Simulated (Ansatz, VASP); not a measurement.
# TaH4: VASP beside Ansatz

```
CELL_PARAMETERS angstrom
-1.51436 1.51436 5.68028
1.51436 -1.51436 5.68028
1.51436 1.51436 -5.68028
ATOMIC_POSITIONS crystal
Ta 0.00000 0.00000 0.00000
H 0.60361 0.10361 0.50000
H 0.10361 0.60361 0.50000
H 0.39639 0.89639 0.50000
H 0.89639 0.39639 0.50000
```

Alike in both runs: functional PBE; k mesh 14 × 14 × 14; occupations gaussian, width 0.1 eV; no spin polarisation.

Ansatz relaxed the structure, and its values are those at the end. VASP's run is a single point on that final structure, the one shown.

```csv
,VASP,Ansatz
version,VASP 6.6.1,Ansatz 0.2.0
potentials or method,"VASP PAW PBE potentials, release 64 (Ta_pv, H), cutoff 520 eV","scalar-relativistic, plane waves, PAW"
valence electrons in the cell,15,17
```

```tsv
	VASP	Ansatz	Ansatz less VASP
gap on the k mesh at the Fermi level (eV)	none	none	-
pressure (GPa)	-0.1	0.0	+0.06
rms of the force components (eV/Å)	0.005	0.000	-0.0046
```

A gap of «none» marks a metal or a gap that the smearing closes. VASP's potentials hold 15 valence electrons a cell and Ansatz's 17, so a difference there can come from the potentials and not from the codes.

Neither program's run includes spin-orbit coupling.
